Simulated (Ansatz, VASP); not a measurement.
One calculation of BeCdS4, two programs

Contents of INCAR:

```
SYSTEM = BeCdS4
PREC = Accurate
ENCUT = 600
EDIFF = 1E-7
ISMEAR = 0
SIGMA = 0.02
LREAL = .FALSE.
LASPH = .TRUE.
NELM = 100
ALGO = Normal
ISIF = 3
LWAVE = .FALSE.
LCHARG = .FALSE.
GGA = PE
IBRION = 2
NSW = 100
EDIFFG = -0.01
```

The input KPOINTS:

```
regular mesh
0
G
  6 6 4
  0 0 0
```

The input POSCAR:

```
BeCdS4
1.0
    2.5431212981     -4.2190705543      0.0000000000
    2.5431212981      4.2190705543      0.0000000000
    0.0000000000      0.0000000000      6.3831414666
Be Cd S
1 1 4
Direct
    0.5000000000      0.5000000000      0.5000000000
    0.0000000000      0.0000000000      0.0000000000
    0.8170726580      0.5550317295      0.7387457957
    0.1829273420      0.4449682705      0.7387457957
    0.4449682705      0.1829273420      0.2612542043
    0.5550317295      0.8170726580      0.2612542043
```

Input for Ansatz:

```yaml
crystal:
  lattice:
    - [2.5431212981, -4.2190705543, 0.0]
    - [2.5431212981, 4.2190705543, 0.0]
    - [0.0, 0.0, 6.3831414666]
  atoms:
    - { symbol: Be, position: [0.5, 0.5, 0.5] }
    - { symbol: Cd, position: [0.0, 0.0, 0.0] }
    - { symbol: S, position: [0.817072658, 0.5550317295, 0.7387457957] }
    - { symbol: S, position: [0.182927342, 0.4449682705, 0.7387457957] }
    - { symbol: S, position: [0.4449682705, 0.182927342, 0.2612542043] }
    - { symbol: S, position: [0.5550317295, 0.817072658, 0.2612542043] }
basis:
  ecutwfc: 420
kpoints:
  mp_grid: { grid: [6, 6, 4] }
hamiltonian:
  xc: pbe
scf:
  occupations: { method: gaussian, width: 0.02 }
output:
  forces: true
  stress: true
  eigenvalues: true
relax:
  adjacent_minimum: "off"
  f_tol: 0.01
  max_steps: 80
  cell: { stress_tol: 0.05 }
```

Change from the starting cell: species swapped into the RbBH4 type (C222, No. 21).

Alike in both runs: task relaxation of cell and atoms; functional PBE; k mesh 6 × 6 × 4; occupations gaussian, width 0.02 eV; no spin polarisation.

```csv
,VASP,Ansatz
version,VASP 6.6.1,Ansatz 0.2.0
potentials or method,"VASP PAW PBE potentials, release 64 (Be, Cd, S), cutoff 600 eV","scalar-relativistic, plane waves, PAW"
valence electrons in the cell,38,46
```

```csv
,VASP,Ansatz,Ansatz less VASP
"gap on the k mesh at the Fermi level, each at its own relaxed structure (eV)",0.81,0.74,-0.068
relaxed volume (Å³/atom),22.86,22.80,-0.053
relaxed cell length with the largest relative difference (Å),6.436,6.443,+0.0070
```

VASP's potentials hold 38 valence electrons a cell and Ansatz's 46, so a difference there can come from the potentials and not from the codes.
